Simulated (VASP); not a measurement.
# C13O in VASP: a series of runs

C13O is run at these levels: PBE; tasks: single point.

All numbers are computed with VASP 6.6.1; they aren't measurements. Logs are shortened: lines on timing, memory, paths and dates and some standing lists are left out, and cuts for length are marked.

### 1 The cell of the first run

The cell holds a wire or tube with vacuum around it, 14 atoms: a = 4.933 Å, b = 8.522 Å, c = 22.942 Å, α = 90.00°, β = 90.00°, γ = 90.00°.

### 2 Single point, PBE

INCAR reads:

```
PREC = Accurate ; ENCUT = 520
EDIFF = 1E-7 ; ISMEAR = 0
SIGMA = 0.1 ; LREAL = False
LASPH = True ; NELM = 80
ALGO = Normal ; ISIF = 2
LWAVE = False ; LCHARG = False
LDIPOL = True ; IDIPOL = 3
DIPOL = 0.5 0.5 0.305 ; GGA = PE
NBANDS = 42
```

KPOINTS reads:

```
Automatic mesh
0
Gamma
  6 3 1
```

POSCAR reads:

```
C13O
1.0
    4.9326910638      0.0000000000      0.0000000000
    0.0000000000      8.5222964206      0.0000000000
    0.0000000000      0.0000000000     22.9416054000
C O
13 1
Direct
    0.0000000000      0.0000000000      0.1743557144
    0.5000000000      0.0000000000      0.1743557144
    0.2500000000      0.0000000000      0.2053898385
    0.7500000000      0.0000000000      0.2053898385
    0.2500000000      0.0000000000      0.2674580867
    0.7500000000      0.0000000000      0.2674580867
    0.0000000000      0.0000000000      0.2977124358
    0.5000000000      0.0000000000      0.2977124358
    0.0000000000      0.0000000000      0.3626190224
    0.5000000000      0.0000000000      0.3626190224
    0.2500000000      0.0000000000      0.3897549994
    0.7500000000      0.0000000000      0.3897549994
    0.1250000000      0.9091207391      0.4385745995
    0.1250000000      1.0908792609      0.4385745995
```

Potentials or basis: VASP PAW PBE potentials, release 64 (C, O).

The run is started by

```bash
$ cat potpaw_PBE.64/C/POTCAR potpaw_PBE.64/O/POTCAR > POTCAR
$ mpirun -np 1 vasp_std > vasp.out
```

OUTCAR:

```text
PREC = Accurate
   ENCUT = 520
   EDIFF = 1E-7
   ISMEAR = 0
   LREAL = False
   LASPH = True
   NELM = 80
   ISIF = 2
   GGA = PE

 ion  position               nearest neighbor table
   1  0.000  0.000  0.174-   3 1.42   4 1.42
   2  0.500  0.000  0.174-   3 1.42   4 1.42
   3  0.250  0.000  0.205-   1 1.42   2 1.42   5 1.42
   4  0.750  0.000  0.205-   1 1.42   2 1.42   6 1.42
   5  0.250  0.000  0.267-   7 1.42   8 1.42   3 1.42
   6  0.750  0.000  0.267-   7 1.42   8 1.42   4 1.42
   7  0.000  0.000  0.298-   5 1.42   6 1.42   9 1.49
   8  0.500  0.000  0.298-   5 1.42   6 1.42  10 1.49
   9  0.000  0.000  0.363-  11 1.38  12 1.38   7 1.49  13 2.00  14 2.00
  10  0.500  0.000  0.363-  11 1.38  12 1.38   8 1.49
  11  0.250  0.000  0.390-   9 1.38  10 1.38  13 1.49  14 1.49
  12  0.750  0.000  0.390-   9 1.38  10 1.38
  13  0.125  0.909  0.439-  11 1.49  14 1.55   9 2.00
  14  0.125  0.091  0.439-  11 1.49  13 1.55   9 2.00

  LATTYP: Found a simple orthorhombic cell.
 ALAT       =     4.9326910638
 B/A-ratio  =     1.7277174488
 C/A-ratio  =     4.6509309225

  Lattice vectors:

 A1 = (   4.9326910638,   0.0000000000,   0.0000000000)
 A2 = (   0.0000000000,   8.5222964206,   0.0000000000)
 A3 = (   0.0000000000,   0.0000000000,  22.9416054000)

Analysis of symmetry for initial positions (statically):
=====================================================================
 Subroutine PRICEL returns:
 Original cell was already a primitive cell.

 Routine SETGRP: Setting up the symmetry group for a
 simple orthorhombic supercell.

 Subroutine GETGRP returns: Found  1 space group operations
 (whereof  1 operations were pure point group operations)
 out of a pool of  8 trial point group operations.

The static configuration has the point symmetry C_1 .

Analysis of symmetry for dynamics (positions and initial velocities):
=====================================================================
 Subroutine PRICEL returns:
 Original cell was already a primitive cell.

 Routine SETGRP: Setting up the symmetry group for a
 simple orthorhombic supercell.

 Subroutine GETGRP returns: Found  1 space group operations
 (whereof  1 operations were pure point group operations)
 out of a pool of  8 trial point group operations.

The dynamic configuration has the point symmetry C_1 .

 Subroutine INISYM returns: Found  1 space group operations
 (whereof  1 operations are pure point group operations),
 and found     1 'primitive' translations

----------------------------------------------------------------------------------------

                                     Primitive cell

  volume of cell :     964.4159

  direct lattice vectors                    reciprocal lattice vectors
     4.932691064  0.000000000  0.000000000     0.202729096  0.000000000  0.000000000
     0.000000000  8.522296421  0.000000000     0.000000000  0.117339265  0.000000000
     0.000000000  0.000000000 22.941605400     0.000000000  0.000000000  0.043588929

  length of vectors
     4.932691064  8.522296421 22.941605400     0.202729096  0.117339265  0.043588929

  position of ions in fractional coordinates (direct lattice)
     0.000000000  0.000000000  0.174355714
     0.500000000  0.000000000  0.174355714
     0.250000000  0.000000000  0.205389838
     0.750000000  0.000000000  0.205389838
     0.250000000  0.000000000  0.267458087
     0.750000000  0.000000000  0.267458087
     0.000000000  0.000000000  0.297712436
     0.500000000  0.000000000  0.297712436
     0.000000000  0.000000000  0.362619022
     0.500000000  0.000000000  0.362619022
     0.250000000  0.000000000  0.389754999
     0.750000000  0.000000000  0.389754999
     0.125000000  0.909120739  0.438574600
     0.125000000  0.090879261  0.438574600

  ion indices of the primitive-cell ions
[... 27 lines left out ...]
     0.033788183  0.000000000  0.000000000     0.166666667  0.000000000  0.000000000
     0.000000000  0.039113088  0.000000000     0.000000000  0.333333333  0.000000000
     0.000000000  0.000000000  0.043588929     0.000000000  0.000000000  1.000000000

  Length of vectors
     0.033788183  0.039113088  0.043588929

  Shift w.r.t. Gamma in fractional coordinates (k-lattice)
     0.000000000  0.000000000  0.000000000

 Subroutine IBZKPT returns following result:
 ===========================================

 Found     10 irreducible k-points:

 Following reciprocal coordinates:
            Coordinates               Weight
  0.000000  0.000000  0.000000      1.000000
  0.166667  0.000000  0.000000      2.000000
  0.333333  0.000000  0.000000      2.000000
  0.500000  0.000000  0.000000      1.000000
  0.000000  0.333333  0.000000      2.000000
  0.166667  0.333333  0.000000      2.000000
  0.166667 -0.333333  0.000000      2.000000
  0.333333  0.333333  0.000000      2.000000
  0.333333 -0.333333  0.000000      2.000000
  0.500000  0.333333  0.000000      2.000000
   k-points           NKPTS =     10   k-points in BZ     NKDIM =     10   number of bands    NBANDS=     42
   number of dos      NEDOS =    301   number of ions     NIONS =     14
   total plane-waves  NPLWV = 460800
   dimension x,y,z NGX =    40 NGY =   64 NGZ =  180
   dimension x,y,z NGXF=    80 NGYF=  128 NGZF=  360
   ions per type =              13   1
   NGX,Y,Z   is equivalent  to a cutoff of  13.48, 12.48, 13.04 a.u.
   NGXF,Y,Z  is equivalent  to a cutoff of  26.96, 24.97, 26.09 a.u.
 SYSTEM =  unknown system
   PREC   = accura    normal or accurate (medium, high low for compatibility)
   ISTART =      0    job   : 0-new  1-cont  2-samecut
   ICHARG =      2    charge: 1-file 2-atom 10-const
   ISPIN  =      1    spin polarized calculation?
   LNONCOLLINEAR =      F non collinear calculations
   LSORBIT =      F    spin-orbit coupling
   LASPH  =      T    aspherical Exc in radial PAW
   ENCUT  =  520.0 eV  38.22 Ry    6.18 a.u.   9.17 15.85 42.66*2*pi/ulx,y,z
   NELM   =     80;   NELMIN=  2; NELMDL= -5     # of ELM steps
   EDIFF  = 0.1E-06   stopping-criterion for ELM
   LREAL  =      F    real-space projection
   EDIFFG = 0.1E-05   stopping-criterion for IOM
   NSW    =      0    number of steps for IOM
   IBRION =     -1    ionic relax: 0-MD 1-quasi-New 2-CG
   NFREE  =      0    steps in history (QN), initial steepest desc. (CG)
   ISIF   =      2    stress and relaxation
   ISYM   =      2    0-nonsym 1-usesym 2-fastsym
   POTIM  = 0.5000    time-step for ionic-motion
   TEBEG  =    0.0;   TEEND  =   0.0 temperature during run
   PSTRESS=    0.0 pullay stress
   NELECT =      58.0000    total number of electrons
   NUPDOWN=      -1.0000    fix difference up-down
   EMIN   =  10.00;   EMAX   =-10.00  energy-range for DOS
   EFERMI =   0.00;   METHOD = LEGACY
   ISMEAR =     0;   SIGMA  =   0.10  broadening in eV -4-tet -1-fermi 0-gaus
   EFERMI_NEDOS =   21; number of points for ismear=-14 and -15
   IALGO  =     38    algorithm
   IMIX   =      4    mixing-type and parameters
     AMIX     =   0.40;   BMIX     =  1.00
     AMIX_MAG =   1.60;   BMIX_MAG =  1.00
  volume/ion in A,a.u.               =      68.89       464.87
  Fermi-wavevector in a.u.,A,eV,Ry     =   0.641401  1.212071  5.597365  0.411395
  Thomas-Fermi vector in A             =   1.707728
   LORBIT       =      0    0 simple, 1 ext, 2 COOP (PROOUT), +10 PAW based schemes
   GGA     = PE    functional components
   LHFCALC =     F    Hartree Fock is set to
   AEXX    =    0.0000 exact exchange contribution
   IVDW    =     0    specifies the selected vdW correction
   LEPSILON=     F    determine dielectric tensor
   LRPA    =     F    only Hartree local field effects (RPA)
 non-spin polarized calculation
 Gauss-broadening in eV      SIGMA  =   0.10
  energy-cutoff  :      520.00
  volume of cell :      964.42
 maximum number of plane-waves:     25994
 NGX is ok and might be reduce to    40
   NGX = 19   NGY = 31   NGZ = 85

 dipolmoment           0.000000      0.000000     -0.008285 electrons x Angstroem

 number of electron      58.0000008 magnetization

 dipolmoment           0.000000      0.000000      0.014066 electrons x Angstroem

 Free energy of the ion-electron system (eV)
  ---------------------------------------------------
  ext. energy  EPLUGINS =         0.00000000
  ---------------------------------------------------
  free energy    TOTEN  =      -110.07643229 eV

  energy without entropy =     -110.04101943  energy(sigma->0) =     -110.05872586

 E-fermi :  -4.7376     XC(G=0):  -2.0590

 val. band max:       -4.7463686855   @ k =   0.5000   0.3333   0.0000
 cond. band min:      -4.6176444622   @ k =   0.3333   0.0000   0.0000
 fundamental gap:      0.1287242234
 Fermi energy:        -4.7375876354

 k-point     1 :       0.0000    0.0000    0.0000
  band No.  band energies     occupation
      1     -27.2623      2.00000
      2     -23.4024      2.00000
      3     -21.6590      2.00000
      4     -19.4673      2.00000
      5     -19.4485      2.00000
      6     -19.3514      2.00000
[... 429 lines left out ...]
     40       2.2433      0.00000
     41       2.2672      0.00000
 [bands above 41 left out]

------------------------ aborting loop because EDIFF is reached ----------------------------------------

 vacuum level on the upper side and lower side of the slab       (xc-potential included)         0.007        -0.049

  FORCE on cell =-STRESS in cart. coord.  units (eV):
  Direction    XX          YY          ZZ          XY          YZ          ZX
  --------------------------------------------------------------------------------------
  -------------------------------------------------------------------------------------
  Total        2.9872946     -3.8867066      9.7966846      3.1892548      0.8232156      3.0119055
  in kB        4.9627715     -6.4569584     16.2751631      5.2982865      1.3676022      5.0036574
  external PRESSURE =       4.9269921 kB  Pullay stress =       0.0000000 kB

 VOLUME and BASIS-vectors are now :
 -----------------------------------------------------------------------------
  energy-cutoff  :      520.00
  volume of cell :      964.42
      direct lattice vectors                 reciprocal lattice vectors
     4.932691064  0.000000000  0.000000000     0.202729096  0.000000000  0.000000000
     0.000000000  8.522296421  0.000000000     0.000000000  0.117339265  0.000000000
     0.000000000  0.000000000 22.941605400     0.000000000  0.000000000  0.043588929

 POSITION                                       TOTAL-FORCE (eV/Angst)
 -----------------------------------------------------------------------------------
      0.00000      0.00000      4.00000        -0.198046      0.147269      1.684270
      2.46635      0.00000      4.00000         0.202012     -0.184856      1.629086
      1.23317      0.00000      4.71197         0.018337     -0.007699     -3.149801
      3.69952      0.00000      4.71197        -0.030604      0.068594     -2.939922
      1.23317      0.00000      6.13592        -0.131160      0.054178      1.146971
      3.69952      0.00000      6.13592         0.166998      0.051037      1.126185
      0.00000      0.00000      6.83000        -0.622969     -0.563342      0.655231
      2.46635      0.00000      6.83000         0.240004      0.339722      1.265411
      0.00000      0.00000      8.31906        -2.554155     -0.249099     -6.797450
      2.46635      0.00000      8.31906         2.679686      0.206234     -1.645844
      1.23317      0.00000      8.94161        -2.338230      0.585662      1.683425
      3.69952      0.00000      8.94161         0.471533     -1.065403      0.238106
      0.61659      7.74780     10.06161        -1.010144      2.781245      2.019872
      0.61659      0.77450     10.06161         3.106736     -2.163543      3.084461
 -----------------------------------------------------------------------------------
    total drift:                                0.000050     -0.000377      0.000741

  FREE ENERGIE OF THE ION-ELECTRON SYSTEM (eV)
  ---------------------------------------------------
  free  energy   TOTEN  =      -110.0764322896 eV

  energy  without entropy=     -110.0410194299  energy(sigma->0) =     -110.05872586

 vacuum level on the upper side and lower side of the slab         1.515         1.458
```

It took 10 min on 1 thread of Intel Xeon 6975P-C (Granite Rapids), shared host; peak memory 1.1 GiB.

What came out:

| Property | Result |
| --- | --- |
| Free energy | -110.0764 eV |
| Largest force | 7.266 eV/Å |
| Band gap on the k mesh | 0.03 eV |

Forces on the atoms (eV/Å):
```
C   -0.198  0.147  1.684
C    0.202 -0.185  1.629
C    0.018 -0.008 -3.150
C   -0.031  0.069 -2.940
C   -0.131  0.054  1.147
C    0.167  0.051  1.126
C   -0.623 -0.563  0.655
C    0.240  0.340  1.265
C   -2.554 -0.249 -6.797
C    2.680  0.206 -1.646
C   -2.338  0.586  1.683
C    0.472 -1.065  0.238
C   -1.010  2.781  2.020
O    3.107 -2.164  3.084
```

Levels at points of the mesh, in eV from the valence-band top:
| k point | band 27 | band 28 | band 29 | band 30 | band 31 | band 32 |
| --- | --- | --- | --- | --- | --- | --- |
| (0.00, 0.00, 0.00) | -1.79 | -0.27 | -0.19 | 0.48 | 0.81 | 1.26 |
| (0.50, 0.00, 0.00) | -1.49 | -0.21 | 0.00 | 0.03 | 0.51 | 2.12 |

Caveat: the smearing spreads over this small gap.

### 3 Single point, PBE

INCAR reads:

```
SYSTEM = C13O
PREC     = Accurate       ! precision mode
ENCUT    = 520            ! plane-wave cutoff, eV
EDIFF    = 1E-6           ! SCF threshold, eV
ISMEAR   = 0              ! smearing method
SIGMA    = 0.1            ! smearing width, eV
LREAL    = .FALSE.        ! projectors in reciprocal space
LASPH    = .TRUE.         ! aspherical terms in the spheres
NELM     = 80             ! most SCF steps
ALGO     = Normal         ! electronic algorithm
ISIF     = 2              ! what is computed and relaxed
LWAVE    = .FALSE.        ! write WAVECAR
LCHARG   = .TRUE.         ! write CHGCAR
LDIPOL   = .TRUE.       
IDIPOL   = 3            
DIPOL    = 0.5 0.5 0.309
GGA      = PE             ! functional
LELF     = .TRUE.         ! ELF
LVHAR    = .TRUE.       
LVACPOTAV= .TRUE.       
NBANDS   = 42             ! bands
```

KPOINTS reads:

```
Automatic mesh
0
G
  6 3 1
  0 0 0
```

Changes to POSCAR since step 2:

```diff
@@ -20,3 +20,3 @@
     0.7500000000      0.0000000000      0.3897549994
-    0.1250000000      0.9091207391      0.4385745995
-    0.1250000000      1.0908792609      0.4385745995
+    0.1250000000      0.9091207391      0.4664715138
+    0.1250000000      1.0908792609      0.4664715138
```

Potentials or basis: VASP PAW PBE potentials, release 64 (C, O).

The run is started by

```bash
$ cat potpaw_PBE.64/C/POTCAR potpaw_PBE.64/O/POTCAR > POTCAR
$ mpirun -np 1 vasp_std > vasp.out
```

It took 10 min on 1 thread of Intel Xeon 6975P-C (Granite Rapids), shared host; peak memory 1 GiB.

It converged, with:

* Free energy: -109.6918 eV
* Largest force: 8.415 eV/Å
* Band gap on the k mesh: 0.05 eV

Forces in eV/Å, atoms in the order of the input:
```
C   -0.243  0.077  1.805
C    0.238 -0.047  1.749
C    0.030 -0.011 -3.463
C   -0.045 -0.007 -2.847
C    0.049  0.016  1.287
C   -0.009 -0.074  1.286
C   -0.164 -0.112  0.754
C   -0.086  0.183  0.587
C   -1.285  0.410 -1.639
C    1.614  0.435 -0.318
C   -1.876 -1.325  3.123
C    0.054 -0.718  0.296
C    0.483  8.092 -2.258
O    1.240 -6.920 -0.362
```

Levels at points of the mesh, in eV from the valence-band top:
```tsv
k point	band 27	band 28	band 29	band 30	band 31	band 32
(0.00, 0.00, 0.00)	-0.73	-0.29	-0.25	0.26	0.85	1.01
(0.50, 0.00, 0.00)	-1.62	-0.08	0.00	0.05	0.29	1.34
```

Caveat: the smearing spreads over this small gap.

### 4 Single point, PBE

INCAR reads:

```
SYSTEM = C13O
ALGO = Normal
DIPOL = 0.5 0.5 0.305
EDIFF = 1E-6
ENCUT = 520
GGA = PE
IDIPOL = 3
ISIF = 2
ISMEAR = 0
LASPH = .True.
LCHARG = .False.
LDIPOL = .True.
LREAL = .False.
LWAVE = .False.
NBANDS = 42
NELM = 80
PREC = Accurate
SIGMA = 0.1
```

KPOINTS reads:

```
k-points
0
Gamma
  6 3 1
  0 0 0
```

Changes to POSCAR since step 3:

```diff
@@ -20,3 +20,3 @@
     0.7500000000      0.0000000000      0.3897549994
-    0.1250000000      0.9091207391      0.4664715138
-    0.1250000000      1.0908792609      0.4664715138
+    0.1250000000      0.8719828616      0.4385745995
+    0.1250000000      1.1280171384      0.4385745995
```

The run is started by

```bash
$ cat potpaw_PBE.64/C/POTCAR potpaw_PBE.64/O/POTCAR > POTCAR
$ mpirun -np 1 vasp_std > vasp.out
```

Run time: 9.2 min. Hardware: 1 thread of Intel Xeon 6975P-C (Granite Rapids), shared host; peak memory 1.1 GiB.

Results (log left out):

```
Free energy            : -108.0317 eV
Largest force          : 6.681 eV/Å
Band gap on the k mesh : 0.01 eV
```

Forces in eV/Å, atoms in the order of the input:
```
C   -0.145  0.148  1.819
C    0.157 -0.252  1.848
C    0.020  0.050 -3.280
C   -0.008  0.078 -3.209
C   -0.007  0.050  1.234
C    0.051  0.091  1.259
C   -0.460 -0.486  0.663
C    0.311  0.329  1.067
C   -1.856 -0.191 -4.925
C    2.453  0.180 -1.215
C   -3.375  0.390  5.752
C    1.085 -0.968  0.664
C   -0.289  3.848 -1.073
O    2.064 -3.267 -0.604
```

Levels at points of the mesh, in eV from the valence-band top:
```csv
k point,band 27,band 28,band 29,band 30,band 31,band 32
"(0.00, 0.00, 0.00)",-0.80,-0.26,-0.17,0.43,0.76,1.08
"(0.50, 0.00, 0.00)",-0.73,-0.18,0.00,0.01,0.47,1.43
```

Caveat: the smearing spreads over this small gap.

### 5 Summary

| cell | gap on the mesh (eV) | largest force (eV/Å) |
| --- | --- | --- |
| as given, atomic positions A | 0.03 | 7.27 |
| as given, atomic positions B | 0.05 | 8.42 |
| as given, atomic positions C | 0.01 | 6.68 |

Alike in all rows: task single point; level PBE; potentials or basis VASP PAW PBE potentials, release 64 (C, O); no spin polarisation; k mesh 6 × 3 × 1; cutoff (eV) 520; smearing gaussian 0.1 eV.

Caveats: the smearing spreads over this small gap.

Absolute energies hang on the potentials; compare differences alone.

The gap in the log of VASP goes by the Fermi energy; the results here count the filled bands.